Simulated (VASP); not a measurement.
# Pd (Fm-3m) in VASP: a series of runs

Pd is run at these levels: revPBE; tasks: single point.

Program: VASP 6.6.1. These are calculated values, not measurements. Logs are shortened: lines on timing, memory, paths and dates and some standing lists are left out, and cuts for length are marked.

**1. The cell of the first run**

The structure is cubic, space group Fm-3m (No. 225). The conventional cell has a = 3.827 Å, b = 3.827 Å, c = 3.827 Å, α = 90.00°, β = 90.00°, γ = 90.00°. Pd (site symmetry m-3m) has 12 Pd at 2.71 Å within 3.6 Å.

**2. Single point, revPBE**

The input, INCAR:

```
PREC     = Accurate       # precision mode
ENCUT    = 520            # plane-wave cutoff, eV
EDIFF    = 1E-6           # SCF threshold, eV
ISMEAR   = 1              # smearing method
SIGMA    = 0.1            # smearing width, eV
LREAL    = F              # projectors in reciprocal space
LASPH    = T              # aspherical terms in the spheres
NELM     = 60             # most SCF steps
ALGO     = Normal         # electronic algorithm
ISIF     = 2              # what is computed and relaxed
LWAVE    = F              # write WAVECAR
LCHARG   = F              # write CHGCAR
GGA      = RE             # functional
NBANDS   = 11             # bands
```

The input, KPOINTS:

```
regular mesh
0
Gamma
  10 10 10
```

The input, POSCAR:

```
Pd
1.0
    0.0000000000      1.9135020999      1.9135020999
    1.9135020999      0.0000000000      1.9135020999
    1.9135020999      1.9135020999      0.0000000000
Pd
1
Direct
    0.0000000000      0.0000000000      0.0000000000
```

Potentials or basis: VASP PAW PBE potentials, release 64 (Pd).

The run is started by

```
$ cat potpaw_PBE.64/Pd/POTCAR > POTCAR
$ mpirun -np 1 vasp_std > vasp.out
```

OUTCAR:

```text
PREC = Accurate
   ENCUT = 520
   EDIFF = 1E-6
   ISMEAR = 1
   LREAL = F
   LASPH = T
   NELM = 60
   ISIF = 2
   GGA = RE

 ion  position               nearest neighbor table
   1  0.000  0.000  0.000-

  LATTYP: Found a face centered cubic cell.
 ALAT       =     3.8270041998

  Lattice vectors:

 A1 = (   0.0000000000,   1.9135020999,   1.9135020999)
 A2 = (   1.9135020999,   0.0000000000,   1.9135020999)
 A3 = (   1.9135020999,   1.9135020999,   0.0000000000)

Analysis of symmetry for initial positions (statically):
=====================================================================
 Subroutine PRICEL returns:
 Original cell was already a primitive cell.

 Routine SETGRP: Setting up the symmetry group for a
 face centered cubic supercell.

 Subroutine GETGRP returns: Found 48 space group operations
 (whereof 48 operations were pure point group operations)
 out of a pool of 48 trial point group operations.

The static configuration has the point symmetry O_h .

Analysis of symmetry for dynamics (positions and initial velocities):
=====================================================================
 Subroutine PRICEL returns:
 Original cell was already a primitive cell.

 Routine SETGRP: Setting up the symmetry group for a
 face centered cubic supercell.

 Subroutine GETGRP returns: Found 48 space group operations
 (whereof 48 operations were pure point group operations)
 out of a pool of 48 trial point group operations.

The dynamic configuration has the point symmetry O_h .

 Subroutine INISYM returns: Found 48 space group operations
 (whereof 48 operations are pure point group operations),
 and found     1 'primitive' translations

----------------------------------------------------------------------------------------

                                     Primitive cell

  volume of cell :      14.0125

  direct lattice vectors                    reciprocal lattice vectors
     0.000000000  1.913502100  1.913502100    -0.261300994  0.261300994  0.261300994
     1.913502100  0.000000000  1.913502100     0.261300994 -0.261300994  0.261300994
     1.913502100  1.913502100  0.000000000     0.261300994  0.261300994 -0.261300994

  length of vectors
[... 82 lines left out ...]
   EDIFFG = 0.1E-04   stopping-criterion for IOM
   NSW    =      0    number of steps for IOM
   IBRION =     -1    ionic relax: 0-MD 1-quasi-New 2-CG
   NFREE  =      0    steps in history (QN), initial steepest desc. (CG)
   ISIF   =      2    stress and relaxation
   ISYM   =      2    0-nonsym 1-usesym 2-fastsym
   POTIM  = 0.5000    time-step for ionic-motion
   TEBEG  =    0.0;   TEEND  =   0.0 temperature during run
   PSTRESS=    0.0 pullay stress
   NELECT =      10.0000    total number of electrons
   NUPDOWN=      -1.0000    fix difference up-down
   EMIN   =  10.00;   EMAX   =-10.00  energy-range for DOS
   EFERMI =   0.00;   METHOD = LEGACY
   ISMEAR =     1;   SIGMA  =   0.10  broadening in eV -4-tet -1-fermi 0-gaus
   EFERMI_NEDOS =   21; number of points for ismear=-14 and -15
   IALGO  =     38    algorithm
   IMIX   =      4    mixing-type and parameters
     AMIX     =   0.40;   BMIX     =  1.00
     AMIX_MAG =   1.60;   BMIX_MAG =  1.00
  volume/ion in A,a.u.               =      14.01        94.56
  Fermi-wavevector in a.u.,A,eV,Ry     =   1.462972  2.764615 29.120357  2.140286
  Thomas-Fermi vector in A             =   2.579122
   LORBIT       =      0    0 simple, 1 ext, 2 COOP (PROOUT), +10 PAW based schemes
   GGA     = RE    functional components
   LHFCALC =     F    Hartree Fock is set to
   AEXX    =    0.0000 exact exchange contribution
   IVDW    =     0    specifies the selected vdW correction
   LEPSILON=     F    determine dielectric tensor
   LRPA    =     F    only Hartree local field effects (RPA)
 non-spin polarized calculation
 Methfessel and Paxton  Order N= 1 SIGMA  =   0.10
  energy-cutoff  :      520.00
  volume of cell :       14.01
 maximum number of plane-waves:       388
   NGX =  9   NGY =  9   NGZ =  9

 number of electron      10.0000005 magnetization

 Free energy of the ion-electron system (eV)
  ---------------------------------------------------
  ext. energy  EPLUGINS =         0.00000000
  ---------------------------------------------------
  free energy    TOTEN  =        -4.66037970 eV

  energy without entropy =       -4.66224211  energy(sigma->0) =       -4.66100051

 E-fermi :  10.7614     XC(G=0): -13.4355

 val. band max:       10.7556345152   @ k =  -0.4000   0.4000   0.0000
 cond. band min:      10.7985828463   @ k =   0.5000   0.2000   0.0000
 fundamental gap:      0.0429483311
 Fermi energy:        10.7614012159

 k-point     1 :       0.0000    0.0000    0.0000
  band No.  band energies     occupation
      1       3.2349      2.00000
      2       7.6778      2.00000
      3       7.6778      2.00000
      4       7.6778      2.00000
      5       9.4232      2.00000
      6       9.4232      2.00000
      7      27.9488      0.00000
      8      33.0417      0.00000
      9      33.0417      0.00000
     10      33.0417      0.00000
     11      36.8353      0.00000
[... 309 lines left out ...]
 k-point    24 :       0.4000    0.3000    0.0000
  band No.  band energies     occupation
      1       5.5355      2.00000
      2       5.8164      2.00000
      3       9.1956      2.00000
      4       9.7189      2.00000
      5      10.6590      2.05486
      6      11.8552     -0.00000
      7      24.8781      0.00000
      8      26.5421      0.00000
      9      26.8309      0.00000
     10      32.2249      0.00000
     11      34.6954      0.00000

 [... further k-points ...]

------------------------ aborting loop because EDIFF is reached ----------------------------------------

  FORCE on cell =-STRESS in cart. coord.  units (eV):
  Direction    XX          YY          ZZ          XY          YZ          ZX
  --------------------------------------------------------------------------------------
  -------------------------------------------------------------------------------------
  Total        1.9319607      1.9319607      1.9319607      0.0000000      0.0000000      0.0000000
  in kB      220.8981382    220.8981382    220.8981382      0.0000000      0.0000000      0.0000000
  external PRESSURE =     220.8981382 kB  Pullay stress =       0.0000000 kB

 VOLUME and BASIS-vectors are now :
 -----------------------------------------------------------------------------
  energy-cutoff  :      520.00
  volume of cell :       14.01
      direct lattice vectors                 reciprocal lattice vectors
     0.000000000  1.913502100  1.913502100    -0.261300994  0.261300994  0.261300994
     1.913502100  0.000000000  1.913502100     0.261300994 -0.261300994  0.261300994
     1.913502100  1.913502100  0.000000000     0.261300994  0.261300994 -0.261300994

 POSITION                                       TOTAL-FORCE (eV/Angst)
 -----------------------------------------------------------------------------------
      0.00000      0.00000      0.00000         0.000000      0.000000      0.000000
 -----------------------------------------------------------------------------------
    total drift:                                0.000000     -0.000000     -0.000000

  FREE ENERGIE OF THE ION-ELECTRON SYSTEM (eV)
  ---------------------------------------------------
  free  energy   TOTEN  =        -4.6603797020 eV

  energy  without entropy=       -4.6622421114  energy(sigma->0) =       -4.66100051
```

stdout:

```text
POSCAR found type information on POSCAR Pd
 POSCAR found :  1 types and       1 ions
 scaLAPACK will be used
 -----------------------------------------------------------------------------
|                                                                             |
|                                                                             |
|     You enforced a specific xc type in the INCAR file but a different       |
|     I HOPE YOU KNOW WHAT YOU ARE DOING!                                     |
|                                                                             |
 -----------------------------------------------------------------------------

 LDA part: xc-table for (Slater+PW92), standard interpolation
 POSCAR, INCAR and KPOINTS ok, starting setup
 FFT: planning ... GRIDC
 FFT: planning ... GRID_SOFT
 FFT: planning ... GRID
 WAVECAR not read
 entering main loop
```

Wall time 3.2 s (1 thread of Intel Xeon 6975P-C, shared host); peak memory 0.13 GiB.

Results:

* Free energy: -4.6604 eV
* Pressure: 22.1 GPa
* Band gap on the k mesh: zero (band 5 reaches 11.08 eV, above the bottom of band 6 at 9.37 eV)

Levels at points of the mesh, in eV from the Fermi level:
```tsv
k point	band 2	band 3	band 4	band 5	band 6	band 7	band 8	band 9
(0.00, 0.00, 0.00)	-3.08	-3.08	-3.08	-1.34	-1.34	17.19	22.28	22.28
(0.50, 0.00, 0.00)	-3.14	-3.14	-0.03	-0.03	0.91	7.77	16.56	21.64
(0.50, 0.50, 0.00)	-5.54	-0.06	0.32	0.32	3.37	11.34	13.52	13.52
```

Caveat: the PAW data sets were made with another functional, which shifts forces and pressure a little.

**3. Single point, revPBE**

This run uses another cell than the first one, of 14.46 Å³/atom, 1.032 times its volume.

The input, INCAR:

```
SYSTEM = Pd
PREC = Accurate
ENCUT = 520
EDIFF = 1E-7
ISMEAR = 1
SIGMA = 0.1
LREAL = .FALSE.
LASPH = .TRUE.
NELM = 100
ALGO = Normal
ISIF = 2
LWAVE = .FALSE.
LCHARG = .FALSE.
GGA = RE
NBANDS = 11
```

The input, KPOINTS:

```
regular mesh
0
G
  10 10 10
  0 0 0
```

The input, POSCAR:

```
Pd
1.0
    0.0000000000      1.9334358480      1.9334358480
    1.9334358480      0.0000000000      1.9334358480
    1.9334358480      1.9334358480      0.0000000000
Pd
1
Direct
    0.0000000000      0.0000000000      0.0000000000
```

Potentials or basis: VASP PAW PBE potentials, release 64 (Pd).

The run is started by

```
$ cat potpaw_PBE.64/Pd/POTCAR > POTCAR
$ mpirun -np 1 vasp_std > vasp.out
```

Wall time 3.7 s (1 thread of Intel Xeon 6975P-C, shared host); peak memory 0.13 GiB.

The run converged. Its results:

| Quantity | Value |
| --- | --- |
| Free energy | -4.7106 eV |
| Pressure | 14.3 GPa |
| Band gap on the k mesh | zero (band 5 reaches 10.51 eV, above the bottom of band 6 at 8.88 eV) |

Levels at points of the mesh, in eV from the Fermi level:
```csv
k point,band 3,band 4,band 5,band 6,band 7,band 8
"(0.00, 0.00, 0.00)",-2.93,-2.93,-1.27,-1.27,17.19,22.11
"(0.50, 0.00, 0.00)",-2.98,-0.03,-0.03,0.99,7.51,16.56
"(0.50, 0.50, 0.00)",-0.06,0.30,0.30,3.37,11.01,13.35
```

Caveat: the PAW data sets were made with another functional, which shifts forces and pressure a little.

**4. Single point, revPBE**

This run uses another cell than the first one, of 14.90 Å³/atom, 1.063 times its volume.

The input, INCAR:

```
PREC = Accurate
ENCUT = 520
EDIFF = 1E-6
ISMEAR = 1
SIGMA = 0.1
LREAL = F
LASPH = T
NELM = 100
ALGO = Normal
ISIF = 2
LWAVE = F
LCHARG = F
GGA = RE
NBANDS = 11
```

The input, KPOINTS:

```
Automatic mesh
0
Gamma
  10 10 10
```

The input, POSCAR:

```
Pd
1.0
    0.0000000000      1.9529668249      1.9529668249
    1.9529668249      0.0000000000      1.9529668249
    1.9529668249      1.9529668249      0.0000000000
Pd
1
Direct
    0.0000000000      0.0000000000      0.0000000000
```

The run is started by

```
$ cat potpaw_PBE.64/Pd/POTCAR > POTCAR
$ mpirun -np 1 vasp_std > vasp.out
```

Wall time 3.6 s (1 thread of Intel Xeon 6975P-C, shared host); peak memory 0.14 GiB.

The run converged. Its results:

```yaml
Free_energy: -4.7411 eV
Pressure: 7.8 GPa
Band_gap_on_the_k_mesh: zero (band 5 reaches 9.98 eV, above the bottom of band 6 at 8.43 eV)
```

Levels at points of the mesh, in eV from the Fermi level:
```
           k point  band 2  band 3  band 4  band 5  band 6  band 7  band 8  band 9
(0.00, 0.00, 0.00)   -2.78   -2.78   -2.78   -1.21   -1.21   17.19   21.93   21.93
(0.50, 0.00, 0.00)   -2.83   -2.83   -0.02   -0.02    1.06    7.27   16.54   21.05
(0.50, 0.50, 0.00)   -5.01   -0.05    0.29    0.29    3.38   10.70   13.19   13.19
```

Caveat: the PAW data sets were made with another functional, which shifts forces and pressure a little.

**5. Single point, revPBE**

This run uses another cell than the first one, of 15.34 Å³/atom, 1.095 times its volume.

The input, INCAR:

```
  ALGO = Normal
  EDIFF = 1E-7
  ENCUT = 520
  GGA = RE
  ISIF = 2
  ISMEAR = 1
  LASPH = T
  LCHARG = F
  LREAL = F
  LWAVE = F
  NBANDS = 11
  NELM = 100
  PREC = Accurate
  SIGMA = 0.1
```

The input, KPOINTS:

```
k-points
0
Gamma
  10 10 10
```

The input, POSCAR:

```
Pd
1.0
    0.0000000000      1.9721147795      1.9721147795
    1.9721147795      0.0000000000      1.9721147795
    1.9721147795      1.9721147795      0.0000000000
Pd
1
Direct
    0.0000000000      0.0000000000      0.0000000000
```

The run is started by

```
$ cat potpaw_PBE.64/Pd/POTCAR > POTCAR
$ mpirun -np 1 vasp_std > vasp.out
```

Wall time 3.8 s (1 thread of Intel Xeon 6975P-C, shared host); peak memory 0.14 GiB.

Results (log left out):

| Quantity | Value |
| --- | --- |
| Free energy | -4.7554 eV |
| Pressure | 2.5 GPa |
| Band gap on the k mesh | zero (band 5 reaches 9.48 eV, above the bottom of band 6 at 8.01 eV) |

Levels at points of the mesh, in eV from the Fermi level:
| k point | band 1 | band 2 | band 3 | band 4 | band 5 | band 6 | band 7 | band 8 | band 9 | band 10 |
| --- | --- | --- | --- | --- | --- | --- | --- | --- | --- | --- |
| (0.00, 0.00, 0.00) | -6.80 | -2.65 | -2.65 | -2.65 | -1.15 | -1.15 | 17.17 | 21.75 | 21.75 | 21.75 |
| (0.50, 0.00, 0.00) | -4.97 | -2.70 | -2.70 | -0.02 | -0.02 | 1.13 | 7.05 | 16.52 | 20.77 | 20.77 |
| (0.50, 0.50, 0.00) | -5.05 | -4.78 | -0.05 | 0.27 | 0.27 | 3.39 | 10.40 | 13.04 | 13.04 | 21.03 |

Caveat: the PAW data sets were made with another functional, which shifts forces and pressure a little.

**6. Single point, revPBE**

This run uses another cell than the first one, of 15.78 Å³/atom, 1.126 times its volume.

The input, INCAR:

```
PREC = Accurate ; ENCUT = 520
EDIFF = 1E-6 ; ISMEAR = 1
SIGMA = 0.1 ; LREAL = F
LASPH = T ; NELM = 100
ALGO = Normal ; ISIF = 2
LWAVE = F ; LCHARG = T
GGA = RE ; LELF = T
LVHAR = T ; NBANDS = 11
```

The input, KPOINTS:

```
Automatic mesh
0
Gamma
  10 10 10
```

The input, POSCAR:

```
Pd
1.0
    0.0000000000      1.9908979555      1.9908979555
    1.9908979555      0.0000000000      1.9908979555
    1.9908979555      1.9908979555      0.0000000000
Pd
1
Direct
    0.0000000000      0.0000000000      0.0000000000
```

Potentials or basis: VASP PAW PBE potentials, release 64 (Pd).

The run is started by

```
$ cat potpaw_PBE.64/Pd/POTCAR > POTCAR
$ mpirun -np 1 vasp_std > vasp.out
```

It took 3.8 s on 1 thread of Intel Xeon 6975P-C, shared host; peak memory 0.14 GiB.

Results (log left out):

```
Free energy            : -4.7560 eV
Pressure               : -2.0 GPa
Band gap on the k mesh : zero (band 5 reaches 9.01 eV, above the bottom of band 6 at 7.61 eV)
```

Levels at points of the mesh, in eV from the Fermi level:
| k point | band 3 | band 4 | band 5 | band 6 | band 7 | band 8 |
| --- | --- | --- | --- | --- | --- | --- |
| (0.00, 0.00, 0.00) | -2.53 | -2.53 | -1.09 | -1.09 | 17.15 | 21.56 |
| (0.50, 0.00, 0.00) | -2.57 | -0.02 | -0.02 | 1.20 | 6.84 | 16.49 |
| (0.50, 0.50, 0.00) | -0.05 | 0.26 | 0.26 | 3.40 | 10.13 | 12.89 |

Caveat: the PAW data sets were made with another functional, which shifts forces and pressure a little.

**7. Summary**

| cell | gap on the mesh (eV) | pressure (GPa) |
| --- | --- | --- |
| a = 2.706 Å, angles 60.0°, 1 atom | none | 22.1 |
| a = 2.734 Å, angles 60.0°, 1 atom | none | 14.3 |
| a = 2.762 Å, angles 60.0°, 1 atom | none | 7.8 |
| a = 2.789 Å, angles 60.0°, 1 atom | none | 2.5 |
| a = 2.816 Å, angles 60.0°, 1 atom | none | -2.0 |

Alike in all rows: task single point; level revPBE; potentials or basis VASP PAW PBE potentials, release 64 (Pd); no spin polarisation; k mesh 10 × 10 × 10; cutoff (eV) 520; smearing methfessel-paxton 0.1 eV.

Caveats: the PAW data sets were made with another functional, which shifts forces and pressure a little.

Total energies depend on the potentials used, so only differences within one code and one set of settings carry meaning.
